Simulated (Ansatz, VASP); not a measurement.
# W: VASP beside Ansatz

The input INCAR:

```
SYSTEM = W
ALGO     = Normal         ! electronic algorithm
EDIFF    = 1E-6           ! SCF threshold, eV
ENCUT    = 520            ! plane-wave cutoff, eV
GGA      = CA             ! functional
ISIF     = 2              ! what is computed and relaxed
ISMEAR   = -1             ! smearing method
LASPH    = .True.         ! aspherical terms in the spheres
LCHARG   = .False.        ! write CHGCAR
LREAL    = .False.        ! projectors in reciprocal space
LWAVE    = .False.        ! write WAVECAR
NBANDS   = 13             ! bands
NELM     = 100            ! most SCF steps
PREC     = Accurate       ! precision mode
SIGMA    = 0.08           ! smearing width, eV
```

Contents of KPOINTS:

```
k-points
0
Gamma
  16 16 16
  0 0 0
```

Contents of POSCAR:

```
W
1.0
    0.0000000000      1.7466561961      1.7466561961
    1.7466561961      0.0000000000      1.7466561961
    1.7466561961      1.7466561961      0.0000000000
W
1
Direct
    0.0000000000      0.0000000000      0.0000000000
```

Input for Ansatz:

```yaml
crystal:
  lattice:
    - [0.0, 1.7466561961, 1.7466561961]
    - [1.7466561961, 0.0, 1.7466561961]
    - [1.7466561961, 1.7466561961, 0.0]
  atoms:
    - { symbol: W, position: [0.0, 0.0, 0.0] }
kpoints:
  mp_grid: { grid: [16, 16, 16] }
  band_path:
    path:
      - [0.0, 0.0, 0.0]
      - [0.5, 0.0, 0.5]
      - [0.625, 0.25, 0.625]
      - [0.375, 0.375, 0.75]
      - [0.0, 0.0, 0.0]
      - [0.5, 0.5, 0.5]
      - [0.5, 0.25, 0.75]
      - [0.5, 0.0, 0.5]
    npoints: 8
scf:
  occupations: { method: fermi_dirac, width: 0.08 }
hamiltonian:
  xc: lda
  pseudopotentials: { kind: all_electron, lapw: { basis_error: 0.001 } }
output:
  forces: true
  stress: true
  eigenvalues: true
  populations: true
  dos: { projected: true, de: 0.2, e_range: [-14, 8] }
```

Change from the starting cell: volume scaled by 0.68, LAPW.

Alike in both runs: task single point; functional LDA; k mesh 16 × 16 × 16; occupations fermi-dirac, width 0.08 eV; no spin polarisation.

|  | VASP | Ansatz |
| --- | --- | --- |
| version | VASP 6.6.1 | Ansatz 0.2.0 |
| potentials or method | VASP PAW LDA potentials, release 64 (W_sv), cutoff 520 eV | all-electron LAPW, scalar-relativistic |

Ansatz gave:

| Item | Value |
| --- | --- |
| pressure (GPa) | 251.2 |

Problem. Estimate VASP's values.

Solution. Pressure (GPa): 264.6.

LDA's correlation is that of Perdew and Zunger in VASP and of Perdew and Wang (1992) in Ansatz. Both programs put the cell under a high pressure, so it lies far from rest at this level. Ansatz ran all-electron here, and VASP with PAW potentials.

Neither program's run includes spin-orbit coupling. Noted on VASP's run: the cell as given lies far from equilibrium.
